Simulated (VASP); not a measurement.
# K (Im-3m) in VASP: notebook, part 2 of 2

VASP 6.6.1. The steps go on from the part before.

## Step 5: Single point, r2SCAN

POSCAR reads:

```
K
1.0
   -2.6699463634      2.6699463634      2.6699463634
    2.6699463634     -2.6699463634      2.6699463634
    2.6699463634      2.6699463634     -2.6699463634
K
1
Direct
    0.0000000000      0.0000000000      0.0000000000
```

INCAR.step1 reads:

```
PREC = Accurate ; ENCUT = 520
ISMEAR = 1 ; SIGMA = 0.2
LREAL = F ; LASPH = T
NELM = 80 ; NBANDS = 10
GGA = PE ; ALGO = Normal
EDIFF = 1E-4 ; LWAVE = T
LCHARG = F
```

INCAR.step2 reads:

```
PREC = Accurate ; ENCUT = 520
EDIFF = 1E-6 ; ISMEAR = 1
SIGMA = 0.2 ; LREAL = F
LASPH = T ; NELM = 80
ALGO = Normal ; ISIF = 2
LWAVE = F ; LCHARG = T
METAGGA = R2SCAN ; LMIXTAU = T
LELF = T ; LVHAR = T
NBANDS = 10 ; ISTART = 1
```

KPOINTS reads:

```
regular mesh
0
Gamma
  8 8 8
```

Potentials or basis: VASP PAW PBE potentials, release 64 (K_sv).

Launch:

```bash
cat potpaw_PBE.64/K_sv/POTCAR > POTCAR
cp INCAR.step1 INCAR
mpirun -np 1 vasp_std > vasp.out
cp INCAR.step2 INCAR
mpirun -np 1 vasp_std > vasp.out
```

OUTCAR:

```text
PREC = Accurate
   ENCUT = 520
   EDIFF = 1E-6
   ISMEAR = 1
   LREAL = F
   LASPH = T
   NELM = 80
   ISIF = 2
   METAGGA = R2SCAN
   ISTART = 1

 ion  position               nearest neighbor table
   1  0.000  0.000  0.000-

  LATTYP: Found a body centered cubic cell.
 ALAT       =     5.3398927268

  Lattice vectors:

 A1 = (  -2.6699463634,   2.6699463634,   2.6699463634)
 A2 = (   2.6699463634,  -2.6699463634,   2.6699463634)
 A3 = (   2.6699463634,   2.6699463634,  -2.6699463634)

Analysis of symmetry for initial positions (statically):
=====================================================================
 Subroutine PRICEL returns:
 Original cell was already a primitive cell.

 Routine SETGRP: Setting up the symmetry group for a
 body centered cubic supercell.

 Subroutine GETGRP returns: Found 48 space group operations
 (whereof 48 operations were pure point group operations)
 out of a pool of 48 trial point group operations.

The static configuration has the point symmetry O_h .

Analysis of symmetry for dynamics (positions and initial velocities):
=====================================================================
 Subroutine PRICEL returns:
 Original cell was already a primitive cell.

 Routine SETGRP: Setting up the symmetry group for a
 body centered cubic supercell.

 Subroutine GETGRP returns: Found 48 space group operations
 (whereof 48 operations were pure point group operations)
 out of a pool of 48 trial point group operations.

The dynamic configuration has the point symmetry O_h .

 Subroutine INISYM returns: Found 48 space group operations
 (whereof 48 operations are pure point group operations),
 and found     1 'primitive' translations

----------------------------------------------------------------------------------------

[... 113 lines left out ...]
  Thomas-Fermi vector in A             =   1.911336
   LORBIT       =      0    0 simple, 1 ext, 2 COOP (PROOUT), +10 PAW based schemes
   METAGGA = R2SCAN    functional components
   LHFCALC =     F    Hartree Fock is set to
   AEXX    =    0.0000 exact exchange contribution
   IVDW    =     0    specifies the selected vdW correction
   LEPSILON=     F    determine dielectric tensor
   LRPA    =     F    only Hartree local field effects (RPA)
 non-spin polarized calculation
 Methfessel and Paxton  Order N= 1 SIGMA  =   0.20
  energy-cutoff  :      520.00
  volume of cell :       76.13
 maximum number of plane-waves:      2093
 NGX is ok and might be reduce to    36
   NGX = 17   NGY = 17   NGZ = 17

 number of electron       9.0000001 magnetization

 Free energy of the ion-electron system (eV)
  ---------------------------------------------------
  ext. energy  EPLUGINS =         0.00000000
  ---------------------------------------------------
  free energy    TOTEN  =        -6.00632260 eV

  energy without entropy =       -6.00273578  energy(sigma->0) =       -6.00512699

 E-fermi :  -0.1101     XC(G=0):  -5.8198

 val. band max:       -0.1802409899   @ k =   0.2500   0.2500   0.0000
 cond. band min:      -0.0295144611   @ k =  -0.3750   0.3750   0.2500
 fundamental gap:      0.1507265288
 Fermi energy:        -0.1101285624

 k-point     1 :       0.0000    0.0000    0.0000
  band No.  band energies     occupation
      1     -33.8167      2.00000
      2     -16.4902      2.00000
      3     -16.4902      2.00000
      4     -16.4902      2.00000
      5      -2.3928      2.00000
      6       4.5784      0.00000
      7       4.5785      0.00000
      8       4.5785      0.00000
      9       5.5204      0.00000
     10       5.5204      0.00000
[... 287 lines left out ...]
 k-point    24 :      -0.3750    0.3750    0.2500
  band No.  band energies     occupation
      1     -33.8121      2.00000
      2     -16.5358      2.00000
      3     -16.5191      2.00000
      4     -16.5129      2.00000
      5      -0.0295      0.37535
      6       2.0793     -0.00000
      7       3.5137     -0.00000
      8       3.5718     -0.00000
      9       4.8904      0.00000
     10       6.0069      0.00000

 [... further k-points ...]

------------------------ aborting loop because EDIFF is reached ----------------------------------------

  FORCE on cell =-STRESS in cart. coord.  units (eV):
  Direction    XX          YY          ZZ          XY          YZ          ZX
  --------------------------------------------------------------------------------------
  -------------------------------------------------------------------------------------
  Total       -0.0005613     -0.0005613     -0.0005613      0.0000000      0.0000000     -0.0000000
  in kB       -0.0118120     -0.0118120     -0.0118120      0.0000000      0.0000000     -0.0000000
  external PRESSURE =      -0.0118120 kB  Pullay stress =       0.0000000 kB

 VOLUME and BASIS-vectors are now :
 -----------------------------------------------------------------------------
  energy-cutoff  :      520.00
  volume of cell :       76.13
      direct lattice vectors                 reciprocal lattice vectors
    -2.669946363  2.669946363  2.669946363     0.000000000  0.187269680  0.187269680
     2.669946363 -2.669946363  2.669946363     0.187269680  0.000000000  0.187269680
     2.669946363  2.669946363 -2.669946363     0.187269680  0.187269680  0.000000000

 POSITION                                       TOTAL-FORCE (eV/Angst)
 -----------------------------------------------------------------------------------
      0.00000      0.00000      0.00000         0.000000      0.000000      0.000000
 -----------------------------------------------------------------------------------
    total drift:                               -0.000000      0.000000      0.000000

  FREE ENERGIE OF THE ION-ELECTRON SYSTEM (eV)
  ---------------------------------------------------
  free  energy   TOTEN  =        -6.0063225954 eV

  energy  without entropy=       -6.0027357794  energy(sigma->0) =       -6.00512699
```

OSZICAR.step1:

```text
N       E                     dE             d eps       ncg     rms          rms(c)
DAV:   1     0.476942437903E+02    0.47694E+02   -0.36420E+03   580   0.682E+02
DAV:   2     0.636426758675E+00   -0.47058E+02   -0.46196E+02   616   0.192E+02
DAV:   3    -0.989857371899E+00   -0.16263E+01   -0.16154E+01   896   0.298E+01
DAV:   4    -0.103921919237E+01   -0.49362E-01   -0.49324E-01   802   0.421E+00
DAV:   5    -0.104051917857E+01   -0.13000E-02   -0.12996E-02   870   0.524E-01    0.191E+00
DAV:   6    -0.104081011751E+01   -0.29094E-03   -0.13873E-03   894   0.235E-01    0.118E+00
DAV:   7    -0.104127637309E+01   -0.46626E-03   -0.26419E-03   882   0.329E-01    0.500E-02
DAV:   8    -0.104134029880E+01   -0.63926E-04   -0.10288E-04   610   0.119E-01
   1 F= -.10413403E+01 E0= -.10400822E+01  d E =-.377440E-02
```

Run time: 42 s. Hardware: 1 thread of Intel Xeon Platinum 8559C (Emerald Rapids), shared host; peak memory 0.21 GiB.

Results:

| Item | Value |
| --- | --- |
| Free energy | -6.0063 eV |
| Pressure | 0.0 GPa |
| Band gap on the k mesh | zero (an odd number of electrons rules out a gap without spin polarisation) |

Levels at points of the mesh, in eV from the Fermi level:
```tsv
k point	band 1	band 2	band 3	band 4	band 5	band 6	band 7	band 8
(0.00, 0.00, 0.00)	-33.71	-16.38	-16.38	-16.38	-2.28	4.69	4.69	4.69
(0.50, 0.00, 0.00)	-33.70	-16.44	-16.40	-16.38	0.54	0.59	3.45	5.33
(0.50, 0.50, 0.50)	-33.70	-16.42	-16.42	-16.42	1.77	1.77	3.65	3.65
```

Caveat: the PAW data sets were made with another functional, which shifts forces and pressure a little.

## Step 6: Overview

| smearing | gap on the mesh (eV) | pressure (GPa) |
| --- | --- | --- |
| methfessel-paxton 1 eV | none | 0.0 |
| methfessel-paxton 0.03 eV | none | 0.0 |
| methfessel-paxton 0.1 eV | none | 0.0 |
| methfessel-paxton 0.2 eV | none | 0.0 |

Alike in all rows: task single point; level r2SCAN; potentials or basis VASP PAW PBE potentials, release 64 (K_sv); no spin polarisation; cell as given; k mesh 8 × 8 × 8; cutoff (eV) 520.

Caveats: the PAW data sets were made with another functional, which shifts forces and pressure a little; so wide a smearing shifts energies and pressures (at least some runs).

Total energies depend on the potentials used, so only differences within one code and one set of settings carry meaning.

The gap in the log of VASP goes by the Fermi energy; the results here count the filled bands.